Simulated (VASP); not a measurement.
Set up this calculation in VASP 6.6.1, as the native input.

* Task: single point
* Functional: revPBE
* Dispersion: D3(BJ)
* Potentials or basis: VASP PAW PBE potentials, release 64 (Be)
* Cutoff: 600 eV
* k mesh: 15 × 15 × 8
* Occupations: fermi-dirac, width 0.1 eV
* Spin: no spin polarisation
* Dipole correction: no
* Further INCAR settings: ALGO = Normal; EDIFF = 1e-06; NBANDS = 9

The structure of Be lies in POSCAR:

```
Be
1.0
    2.2853000000      0.0000000000      0.0000000000
   -1.1426500000      1.9791278600      0.0000000000
    0.0000000000      0.0000000000      3.5842000000
Be
2
Direct
    0.3333333333      0.6666666667      0.2500000000
    0.6666666667      0.3333333333      0.7500000000
```

One way to write it, as run:

INCAR

```
SYSTEM = Be
ALGO     = Normal         ! electronic algorithm
EDIFF    = 1E-6           ! SCF threshold, eV
ENCUT    = 600            ! plane-wave cutoff, eV
GGA      = RE             ! functional
GGA_COMPAT= .FALSE.      
ISIF     = 2              ! what is computed and relaxed
ISMEAR   = -1             ! smearing method
IVDW     = 12             ! dispersion correction
LASPH    = .TRUE.         ! aspherical terms in the spheres
LCHARG   = .FALSE.        ! write CHGCAR
LREAL    = .FALSE.        ! projectors in reciprocal space
LWAVE    = .FALSE.        ! write WAVECAR
NBANDS   = 9              ! bands
NELM     = 120            ! most SCF steps
PREC     = Accurate       ! precision mode
SIGMA    = 0.1            ! smearing width, eV
```

KPOINTS

```
k-points
0
G
  15 15 8
  0 0 0
```

Potentials or basis: VASP PAW PBE potentials, release 64 (Be).

Launch:

```console
$ cat potpaw_PBE.64/Be/POTCAR > POTCAR
$ mpirun -np 1 vasp_std > vasp.out
```

Results of the run:

The pressure is -14.7 GPa. The band gap on the k mesh is zero (bands 2 and 3 overlap by 1.78 eV). The dispersion energy per atom is -0.696 eV.

Caveat: the cell stands under tension; the PAW data sets were made with another functional, which shifts forces and pressure a little.

Run time: 22 s on 1 thread of Intel Xeon 8259CL, on a shared host, peak memory 0.15 GiB.
